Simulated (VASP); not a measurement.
Wanted: the native input for a VASP 6.6.1 run.

- Task: single point
- Functional: LDA
- Potentials or basis: VASP PAW LDA potentials, release 64 (Si, Ti_sv)
- Cutoff: 520 eV
- k mesh: 2 × 2 × 2
- Occupations: gaussian, width 0.02 eV
- Spin: no spin polarisation
- Dipole correction: no
- Further INCAR settings: LREAL = Auto; ALGO = Normal; EDIFF = 1e-07; NBANDS = 52

The structure of TiSi16 (a cell with a defect) lies in POSCAR:

```
TiSi16
1.0
    0.0000000000      5.4300000000      5.4300000000
    5.4300000000      0.0000000000      5.4300000000
    5.4300000000      5.4300000000      0.0000000000
Si Ti
16 1
Direct
   -0.0017718232      0.0021583794     -0.0009963168
    0.1226039595      0.1339737569      0.1243965930
   -0.0064046961      0.0121860958      0.4981262431
    0.1279041436      0.1339822284      0.6163153775
   -0.0014733886      0.5147021179     -0.0008102210
    0.1188653775      0.6397005525      0.1170373849
    0.0036902394      0.5133139963      0.4814626151
    0.1247000000      0.6381517495      0.6166040516
    0.4967157459      0.0121566298     -0.0045409761
    0.6161242173      0.1334581031      0.1291571823
    0.5004186924      0.0110087477      0.5014076427
    0.6231069982      0.1349616943      0.6249935543
    0.4828157459      0.5129067219      0.0035207182
    0.6166194291      0.6380785451      0.1254229282
    0.4984185083      0.5055076427      0.4989267956
    0.6204845304      0.6373228361      0.6197388582
    0.8700233886      0.3873086556      0.8694898711
```

The input as run:

INCAR

```
PREC = Accurate ; ENCUT = 520
EDIFF = 1E-7 ; ISMEAR = 0
SIGMA = 0.02 ; LREAL = Auto
LASPH = T ; NELM = 60
ALGO = Normal ; ISIF = 2
LWAVE = F ; LCHARG = F
NBANDS = 52
```

KPOINTS

```
Automatic mesh
0
Gamma
  2 2 2
```

Potentials or basis: VASP PAW LDA potentials, release 64 (Si, Ti_sv).

Launch:

```console
$ cat potpaw_LDA.64/Si/POTCAR potpaw_LDA.64/Ti_sv/POTCAR > POTCAR
$ mpirun -np 1 vasp_std > vasp.out
```

Results of the run:

- Pressure: 0.1 GPa
- Largest force: 0.034 eV/Å
- Band gap on the k mesh: zero (bands 38 and 39 overlap by 0.38 eV)

Caveat: the k points lie up to 0.50 Å⁻¹ apart.

It took 2.1 min on 1 thread of Intel(R) Xeon(R) 6975P-C (Granite Rapids) (shared host), peak memory 0.38 GiB.
